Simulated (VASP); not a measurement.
A run of VASP 6.6.1 is set up as follows.

Contents of INCAR:

```
SYSTEM = V
  ALGO = Normal
  EDIFF = 1E-6
  ENCUT = 500
  GGA = PE
  GGA_COMPAT = .FALSE.
  ISIF = 2
  ISMEAR = -1
  ISPIN = 2
  LASPH = .TRUE.
  LCHARG = .FALSE.
  LMAXMIX = 4
  LORBIT = 11
  LREAL = .FALSE.
  LWAVE = .FALSE.
  MAGMOM = 0
  NBANDS = 16
  NELM = 200
  PREC = Accurate
  SIGMA = 0.1
```

KPOINTS

```
k-points
0
G
  8 8 8
  0 0 0
```

Contents of POSCAR:

```
V
1.0
   -1.5197390000      1.5197390000      1.5197390000
    1.5197390000     -1.5197390000      1.5197390000
    1.5197390000      1.5197390000     -1.5197390000
V
1
Direct
    0.0000000000      0.0000000000      0.0000000000
```

Potentials or basis: VASP PAW PBE potentials, release 64 (V_sv).

Run with:

```sh
$ cat potpaw_PBE.64/V_sv/POTCAR > POTCAR
$ mpirun -np 1 vasp_std > vasp.out
```

Question: Predict the net moment.

Answer: 0.00 μB per cell.

Question: Predict the pressure.

Answer: -7.5 GPa.

Caveat: the k points lie up to 0.37 Å⁻¹ apart.
